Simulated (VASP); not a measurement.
# Rh in VASP: a series of runs

Rh is run at these levels: PBE; tasks: single point.

Program: VASP 6.6.1. These are calculated values, not measurements. Logs are shortened: lines on timing, memory, paths and dates and some standing lists are left out, and cuts for length are marked.

## Step 1: The cell of the first run

The typed cell holds 1 atom: a = 2.741 Å, b = 2.719 Å, c = 2.749 Å, α = 60.24°, β = 60.35°, γ = 61.04°.

## Step 2: Single point, PBE (the cell strained at random)

Input file INCAR:

```
ALGO = Fast
EDIFF = 1E-7
ENCUT = 520
GGA = PE
ISIF = 2
ISMEAR = 0
LASPH = True
LCHARG = True
LELF = True
LREAL = False
LVHAR = True
LWAVE = False
NBANDS = 14
NELM = 60
PREC = Accurate
SIGMA = 0.1
```

Input file KPOINTS:

```
k-points
0
Gamma
  16 16 16
```

Input file POSCAR:

```
Rh
1.0
   -0.0227615535      1.9532151135      1.9224100035
    1.9354736520     -0.0095838120      1.9092322620
    1.9414635345      1.9460272545     -0.0155736945
Rh
1
Direct
    0.0000000000      0.0000000000      0.0000000000
```

Potentials or basis: VASP PAW PBE potentials, release 64 (Rh_pv).

The run is started by

```console
$ cat potpaw_PBE.64/Rh_pv/POTCAR > POTCAR
$ mpirun -np 1 vasp_std > vasp.out
```

OUTCAR:

```text
EDIFF = 1E-7
   ENCUT = 520
   GGA = PE
   ISIF = 2
   ISMEAR = 0
   LASPH = True
   LREAL = False
   NELM = 60
   PREC = Accurate

 ion  position               nearest neighbor table
   1  0.000  0.000  0.000-

  LATTYP: Found a triclinic cell.
 ALAT       =     2.7406618889
 B/A-ratio  =     1.0116618282
 C/A-ratio  =     1.0030121263
 COS(alpha) =     0.0023108637
 COS(beta)  =     0.4946845142
 COS(gamma) =     0.5137209297

  Lattice vectors:

 A1 = (   0.0227615535,  -1.9532151135,  -1.9224100035)
 A2 = (   1.9582352055,  -1.9627989255,  -0.0131777415)
 A3 = (  -1.9414635345,  -1.9460272545,   0.0155736945)

Analysis of symmetry for initial positions (statically):
=====================================================================
 Subroutine PRICEL returns:
 Original cell was already a primitive cell.

 Routine SETGRP: Setting up the symmetry group for a
 triclinic supercell.

 Subroutine GETGRP returns: Found  2 space group operations
 (whereof  2 operations were pure point group operations)
 out of a pool of  2 trial point group operations.

The static configuration has the point symmetry S_2 .

Analysis of symmetry for dynamics (positions and initial velocities):
=====================================================================
 Subroutine PRICEL returns:
 Original cell was already a primitive cell.

 Routine SETGRP: Setting up the symmetry group for a
 triclinic supercell.

 Subroutine GETGRP returns: Found  2 space group operations
 (whereof  2 operations were pure point group operations)
 out of a pool of  2 trial point group operations.

The dynamic configuration has the point symmetry S_2 .

 Subroutine INISYM returns: Found  2 space group operations
 (whereof  2 operations are pure point group operations),
 and found     1 'primitive' translations

----------------------------------------------------------------------------------------

                                     Primitive cell

  volume of cell :      14.6599

  direct lattice vectors                    reciprocal lattice vectors
    -0.022761554  1.953215113  1.922410004    -0.253430204  0.254902143  0.258193005
     1.935473652 -0.009583812  1.909232262     0.257264620 -0.254567022  0.261692301
     1.941463534  1.946027254 -0.015573695     0.255633254  0.256770072 -0.257857884

  length of vectors
     2.740661889  2.718697839  2.748917109     0.442567056  0.446623235  0.444713300

  position of ions in fractional coordinates (direct lattice)
     0.000000000  0.000000000  0.000000000

  ion indices of the primitive-cell ions
   primitive index   ion index
                 1           1

----------------------------------------------------------------------------------------

 KPOINTS: k-points

Automatic generation of k-mesh.
 Grid dimensions read from file:
 generate k-points for:   16   16   16

 Generating k-lattice:

  Cartesian coordinates                     Fractional coordinates (reciprocal lattice)
    -0.015839388  0.015931384  0.016137063     0.062500000  0.000000000  0.000000000
     0.016079039 -0.015910439  0.016355769    -0.000000000  0.062500000 -0.000000000
     0.015977078  0.016048130 -0.016116118    -0.000000000 -0.000000000  0.062500000

  Length of vectors
     0.027660441  0.027913952  0.027794581

  Shift w.r.t. Gamma in fractional coordinates (k-lattice)
     0.000000000  0.000000000  0.000000000

 Subroutine IBZKPT returns following result:
 ===========================================

 Found   2052 irreducible k-points:

 Following reciprocal coordinates:
            Coordinates               Weight
  0.000000  0.000000  0.000000      1.000000
  0.062500  0.000000 -0.000000      2.000000
  0.125000  0.000000 -0.000000      2.000000
  0.187500  0.000000 -0.000000      2.000000
  0.250000  0.000000 -0.000000      2.000000
  0.312500  0.000000 -0.000000      2.000000
[... 16 lines left out ...]
 -0.187500  0.062500  0.000000      2.000000
 -0.125000  0.062500  0.000000      2.000000
 [... further k-points ...]
   k-points           NKPTS =   2052   k-points in BZ     NKDIM =   2052   number of bands    NBANDS=     14
   number of dos      NEDOS =    301   number of ions     NIONS =      1
   total plane-waves  NPLWV =   8000
   dimension x,y,z NGX =    20 NGY =   20 NGZ =   20
   dimension x,y,z NGXF=    40 NGYF=   40 NGZF=   40
   ions per type =               1
   NGX,Y,Z   is equivalent  to a cutoff of  12.13, 12.23, 12.10 a.u.
   NGXF,Y,Z  is equivalent  to a cutoff of  24.26, 24.46, 24.19 a.u.
 SYSTEM =  unknown system
   PREC   = accura    normal or accurate (medium, high low for compatibility)
   ISTART =      0    job   : 0-new  1-cont  2-samecut
   ICHARG =      2    charge: 1-file 2-atom 10-const
   ISPIN  =      1    spin polarized calculation?
   LNONCOLLINEAR =      F non collinear calculations
   LSORBIT =      F    spin-orbit coupling
   LASPH  =      T    aspherical Exc in radial PAW
   ENCUT  =  520.0 eV  38.22 Ry    6.18 a.u.   5.10  5.05  5.11*2*pi/ulx,y,z
   NELM   =     60;   NELMIN=  2; NELMDL= -5     # of ELM steps
   EDIFF  = 0.1E-06   stopping-criterion for ELM
   LREAL  =      F    real-space projection
   EDIFFG = 0.1E-05   stopping-criterion for IOM
   NSW    =      0    number of steps for IOM
   IBRION =     -1    ionic relax: 0-MD 1-quasi-New 2-CG
   NFREE  =      0    steps in history (QN), initial steepest desc. (CG)
   ISIF   =      2    stress and relaxation
   ISYM   =      2    0-nonsym 1-usesym 2-fastsym
   POTIM  = 0.5000    time-step for ionic-motion
   TEBEG  =    0.0;   TEEND  =   0.0 temperature during run
   PSTRESS=    0.0 pullay stress
   NELECT =      15.0000    total number of electrons
   NUPDOWN=      -1.0000    fix difference up-down
   EMIN   =  10.00;   EMAX   =-10.00  energy-range for DOS
   EFERMI =   0.00;   METHOD = LEGACY
   ISMEAR =     0;   SIGMA  =   0.10  broadening in eV -4-tet -1-fermi 0-gaus
   EFERMI_NEDOS =   21; number of points for ismear=-14 and -15
   IALGO  =     68    algorithm
   IMIX   =      4    mixing-type and parameters
     AMIX     =   0.40;   BMIX     =  1.00
     AMIX_MAG =   1.60;   BMIX_MAG =  1.00
  volume/ion in A,a.u.               =      14.66        98.93
  Fermi-wavevector in a.u.,A,eV,Ry     =   1.649661  3.117407 37.026629  2.721380
  Thomas-Fermi vector in A             =   2.738743
   LORBIT       =      0    0 simple, 1 ext, 2 COOP (PROOUT), +10 PAW based schemes
   GGA     = PE    functional components
   LHFCALC =     F    Hartree Fock is set to
   AEXX    =    0.0000 exact exchange contribution
   IVDW    =     0    specifies the selected vdW correction
   LEPSILON=     F    determine dielectric tensor
   LRPA    =     F    only Hartree local field effects (RPA)
 non-spin polarized calculation
 RMM-DIIS sequential band-by-band and
 Gauss-broadening in eV      SIGMA  =   0.10
  energy-cutoff  :      520.00
  volume of cell :       14.66
 maximum number of plane-waves:       404
   NGX = 11   NGY = 11   NGZ = 11

 number of electron      14.9999994 magnetization

 Free energy of the ion-electron system (eV)
  ---------------------------------------------------
  ext. energy  EPLUGINS =         0.00000000
  ---------------------------------------------------
  free energy    TOTEN  =        -7.23913483 eV

  energy without entropy =       -7.23083699  energy(sigma->0) =       -7.23498591

 E-fermi :  10.7527     XC(G=0): -13.6206

 val. band max:       10.7509217998   @ k =  -0.1250   0.3750   0.1875
 cond. band min:      10.7535874556   @ k =  -0.0000  -0.1250   0.1875
 fundamental gap:      0.0026656558
 Fermi energy:        10.7527110552

 k-point     1 :       0.0000    0.0000    0.0000
  band No.  band energies     occupation
      1     -35.5053      2.00000
      2     -35.5045      2.00000
      3     -35.4981      2.00000
      4       3.2724      2.00000
      5       7.8700      2.00000
      6       7.9468      2.00000
      7       8.1197      2.00000
      8       9.7797      2.00000
      9       9.9514      2.00000
     10      26.7834      0.00000
     11      31.4885      0.00000
     12      31.5785      0.00000
     13      31.8023      0.00000
     14      32.2903      0.00000

 k-point     2 :       0.0625    0.0000   -0.0000
  band No.  band energies     occupation
      1     -35.5261      2.00000
      2     -35.5078      2.00000
      3     -35.5021      2.00000
      4       3.4178      2.00000
      5       7.8241      2.00000
      6       7.9953      2.00000
      7       8.1613      2.00000
      8       9.7580      2.00000
      9       9.9237      2.00000
     10      26.9705      0.00000
     11      30.8209      0.00000
     12      31.4901      0.00000
     13      32.0045      0.00000
     14      32.4326      0.00000

 k-point     3 :       0.1250    0.0000   -0.0000
  band No.  band energies     occupation
      1     -35.5889      2.00000
      2     -35.5168      2.00000
      3     -35.5101      2.00000
      4       3.8312      2.00000
      5       7.7001      2.00000
      6       8.1138      2.00000
      7       8.2806      2.00000
      8       9.7269      2.00000
      9       9.8717      2.00000
     10      27.4135      0.00000
     11      29.2230      0.00000
     12      31.4902      0.00000
     13      32.5904      0.00000
     14      32.9858      0.00000
[... 324 lines left out ...]
 k-point    23 :      -0.1875    0.0625    0.0000
  band No.  band energies     occupation
      1     -35.7195      2.00000
      2     -35.5489      2.00000
      3     -35.5302      2.00000
      4       4.7444      2.00000
      5       7.5079      2.00000
      6       8.3060      2.00000
      7       8.4509      2.00000
      8       9.5592      2.00000
      9      10.2392      2.00000
     10      26.5820      0.00000
     11      28.3083      0.00000
     12      31.4912      0.00000
     13      32.7966      0.00000
     14      34.7009      0.00000

 k-point    24 :      -0.1250    0.0625    0.0000
  band No.  band energies     occupation
      1     -35.6241      2.00000
      2     -35.5323      2.00000
      3     -35.5173      2.00000
      4       4.1335      2.00000
      5       7.5647      2.00000
      6       8.2225      2.00000
      7       8.3935      2.00000
      8       9.5215      2.00000
      9      10.0433      2.00000
     10      27.6747      0.00000
     11      28.6657      0.00000
     12      31.4901      0.00000
     13      32.3000      0.00000
     14      33.5726      0.00000

 [... further k-points ...]
[... 5 lines left out ...]
  --------------------------------------------------------------------------------------
  -------------------------------------------------------------------------------------
  Total       -0.9478040     -0.9988460     -0.7069854      0.1181900      0.0205719      0.2199072
  in kB     -103.5850937   -109.1634513    -77.2661312     12.9169377      2.2482891     24.0335664
  external PRESSURE =     -96.6715587 kB  Pullay stress =       0.0000000 kB

 VOLUME and BASIS-vectors are now :
 -----------------------------------------------------------------------------
  energy-cutoff  :      520.00
  volume of cell :       14.66
      direct lattice vectors                 reciprocal lattice vectors
    -0.022761554  1.953215113  1.922410004    -0.253430204  0.254902143  0.258193005
     1.935473652 -0.009583812  1.909232262     0.257264620 -0.254567022  0.261692301
     1.941463534  1.946027254 -0.015573695     0.255633254  0.256770072 -0.257857884

 POSITION                                       TOTAL-FORCE (eV/Angst)
 -----------------------------------------------------------------------------------
      0.00000      0.00000      0.00000        -0.000000      0.000000      0.000000
 -----------------------------------------------------------------------------------
    total drift:                                0.000000      0.000000      0.000000

  FREE ENERGIE OF THE ION-ELECTRON SYSTEM (eV)
  ---------------------------------------------------
  free  energy   TOTEN  =        -7.2391348263 eV

  energy  without entropy=       -7.2308369900  energy(sigma->0) =       -7.23498591
```

It took 4.8 min on 1 thread of Intel Xeon Platinum 8259CL at 2.50GHz (Skylake/Cascade Lake), shared host; peak memory 0.46 GiB.

Results:

| Property | Result |
| --- | --- |
| Free energy | -7.2391 eV |
| Pressure | -9.7 GPa |

Stress tensor (GPa, compression positive):
```
-10.36   1.29   2.40
  1.29 -10.92   0.22
  2.40   0.22  -7.73
```

Caveat: the cell differs from its parent crystal (the cell strained at random).

## Step 3: Single point, PBE (strained)

Input file INCAR:

```
PREC = Accurate
ENCUT = 520
EDIFF = 1E-6
ISMEAR = 0
SIGMA = 0.1
LREAL = False
LASPH = True
NELM = 80
ALGO = Normal
ISIF = 2
LWAVE = False
LCHARG = False
GGA = PE
NBANDS = 14
```

Input file KPOINTS:

```
Automatic mesh
0
Gamma
  18 18 18
```

Input file POSCAR:

```
Rh
1.0
    0.0000000000      1.8655916895      1.8655916895
    1.8655916895      0.0000000000      1.8655916895
    1.8655916895      1.8655916895      0.0000000000
Rh
1
Direct
    0.0000000000      0.0000000000      0.0000000000
```

Potentials or basis: VASP PAW PBE potentials, release 64 (Rh_pv).

The run is started by

```console
$ cat potpaw_PBE.64/Rh_pv/POTCAR > POTCAR
$ mpirun -np 1 vasp_std > vasp.out
```

Wall time 60 s (1 thread of AMD EPYC 7R13, shared host); peak memory 0.12 GiB.

It converged, with:

* Free energy: -7.1854 eV
* Pressure: 24.7 GPa

Levels at points of the mesh, in eV from the Fermi level:
```csv
k point,band 3,band 4,band 5,band 6,band 7,band 8,band 9,band 10,band 11,band 12
"(0.00, 0.00, 0.00)",-46.49,-8.39,-3.37,-3.37,-3.37,-1.09,-1.09,15.93,20.35,21.72
"(0.50, 0.00, 0.00)",-46.61,-6.62,-3.46,-3.46,0.62,0.62,0.67,9.25,15.46,20.35
"(0.50, 0.50, 0.00)",-46.82,-6.89,-6.49,0.59,1.08,1.08,3.34,13.02,13.66,13.66
```

Caveat: the cell differs from its parent crystal (strained).
